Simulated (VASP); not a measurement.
Input of a VASP 6.6.1 run:

Contents of INCAR:

```
PREC = Accurate
ENCUT = 520
EDIFF = 1E-8
ISMEAR = -1
SIGMA = 0.05
LREAL = F
LASPH = T
NELM = 100
ALGO = Normal
ISIF = 2
LWAVE = F
LCHARG = F
LEFG = T
NBANDS = 17
```

Contents of KPOINTS:

```
regular mesh
0
Gamma
  14 14 12
```

The input POSCAR:

```
B2W
1.0
    3.0099010059      0.0000000000      0.0000000000
   -1.5049505030      2.6066507339      0.0000000000
    0.0000000000      0.0000000000      3.0397992549
B W
2 1
Direct
    0.3333333333      0.6666666667      0.5000000000
    0.6666666667      0.3333333333      0.5000000000
    0.0000000000      0.0000000000      0.0000000000
```

Potentials or basis: VASP PAW LDA potentials, release 64 (B, W_sv).

The run is started by

```console
$ cat potpaw_LDA.64/B/POTCAR potpaw_LDA.64/W_sv/POTCAR > POTCAR
$ mpirun -np 1 vasp_std > vasp.out
```

Question: Estimate the band gap on the k mesh.

Answer: Zero (bands 10 and 11 overlap by 4.83 eV).

Question: Predict the pressure.

Answer: 29.0 GPa.

Electric field gradients, principal values (V/Å²):
```tsv
atom	least	middle	greatest (by size)
1 B	-1.028	-1.028	2.056
2 B	-1.028	-1.028	2.056
3 W	-7.699	-7.699	15.398
```

Caveat: the cell stands under pressure; without QUAD_EFG the Cq values of the log hold for a quadrupole moment of 1 mb, not for the nuclei; spin-orbit coupling is left out, which moves the levels of the heavy elements.
